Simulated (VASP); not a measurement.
La:

```
La
1.0
     3.75000    0.00000    0.00000
    -1.87500    3.24760    0.00000
     0.00000    0.00000    6.07000
La
2
Direct
  0.33333 0.66667 0.25000
  0.66667 0.33333 0.75000
```

- Program: VASP 6.6.1
- Task: relaxation of cell and atoms
- Functional: PBEsol
- Potentials or basis: VASP PAW PBE potentials, release 64 (La)
- Cutoff: 600 eV
- k mesh: 10 × 10 × 6
- Occupations: fermi-dirac, width 0.1 eV
- Spin: no spin polarisation

At the start: pressure -1.6 GPa; volume 36.96 Å³/atom.

Q: Where does the relaxation end?

A: Over 26 steps the energy falls by 12.1 meV/atom and the volume is 34.62 Å³/atom (-6.3 %); space group P6_3/mmc (No. 194, to 0.05 Å).

The path:
| step | energy change (eV) | largest force (eV/Å) | pressure (GPa) | volume (Å³) |
| --- | --- | --- | --- | --- |
| 1 | 0.0000 | 0.0000 | -1.59 | 73.92 |
| 2 | -0.0232 | 0.0000 | -0.28 | 70.07 |
| 3 | -0.0239 | 0.0000 | -0.02 | 69.36 |
| 4 | -0.0239 | 0.0000 | 0.01 | 69.27 |
| 5 | -0.0240 | 0.0000 | 0.01 | 69.25 |
| 6 | -0.0241 | 0.0000 | 0.01 | 69.24 |
| 7 | -0.0241 | 0.0000 | 0.01 | 69.22 |
| 8 | -0.0241 | 0.0000 | 0.00 | 69.22 |
| 9 | -0.0241 | 0.0000 | 0.01 | 69.22 |
| 10 | -0.0241 | 0.0000 | 0.01 | 69.22 |
| 11 | -0.0241 | 0.0000 | 0.01 | 69.22 |
| 12 | -0.0241 | 0.0000 | -0.01 | 69.26 |
| 13 | -0.0241 | 0.0000 | 0.00 | 69.24 |
| 14 | -0.0241 | 0.0000 | 0.02 | 69.24 |
| 15 | -0.0241 | 0.0000 | -0.01 | 69.25 |
| 16 | -0.0241 | 0.0000 | -0.03 | 69.25 |
| 17 | -0.0241 | 0.0000 | 0.00 | 69.25 |
| 18 | -0.0241 | 0.0000 | -0.01 | 69.26 |
| 19 | -0.0241 | 0.0000 | -0.02 | 69.26 |
| 20 | -0.0241 | 0.0000 | -0.01 | 69.25 |
| 21 | -0.0241 | 0.0000 | -0.01 | 69.25 |
| 22 | -0.0241 | 0.0000 | 0.00 | 69.25 |
| 23 | -0.0241 | 0.0000 | 0.00 | 69.25 |
| 24 | -0.0241 | 0.0000 | -0.01 | 69.25 |
| 25 | -0.0241 | 0.0000 | 0.00 | 69.25 |
| 26 | -0.0241 | 0.0000 | 0.00 | 69.25 |

Final structure:
```cif
data_structure
_symmetry_space_group_name_H-M 'P 1'
_symmetry_Int_Tables_number 1
_cell_length_a 3.6600
_cell_length_b 3.6600
_cell_length_c 5.9693
_cell_angle_alpha 90.000
_cell_angle_beta 90.000
_cell_angle_gamma 120.000
_cell_volume 69.25
loop_
_atom_site_label
_atom_site_type_symbol
_atom_site_fract_x
_atom_site_fract_y
_atom_site_fract_z
_atom_site_occupancy
La1 La 0.33333 0.66667 0.25000 1
La2 La 0.66667 0.33333 0.75000 1
```

Caveat: the PAW data sets were made with another functional, which shifts forces and pressure a little.
